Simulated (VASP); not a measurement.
A run of VASP 6.6.1 is set up as follows.

Contents of INCAR:

```
PREC = Accurate
ENCUT = 500
EDIFF = 1E-6
ISMEAR = 0
SIGMA = 0.05
LREAL = F
LASPH = T
NELM = 120
ALGO = Normal
ISIF = 2
LWAVE = F
LCHARG = T
GGA = PE
LELF = T
LVHAR = T
NBANDS = 11
GGA_COMPAT = F
```

The input KPOINTS:

```
regular mesh
0
Gamma
  7 7 7
```

POSCAR

```
Ba
1.0
    3.9177175405      0.0000000000      0.0000000000
    0.0000000000      3.9177175405      0.0000000000
    0.0000000000      0.0000000000      3.9177175405
Ba
1
Direct
    0.0000000000      0.0000000000      0.0000000000
```

Potentials or basis: VASP PAW PBE potentials, release 64 (Ba_sv).

Command:

```bash
$ cat potpaw_PBE.64/Ba_sv/POTCAR > POTCAR
$ mpirun -np 1 vasp_std > vasp.out
```

(1) Predict the pressure.

## Answers

(1) 0.4 GPa.
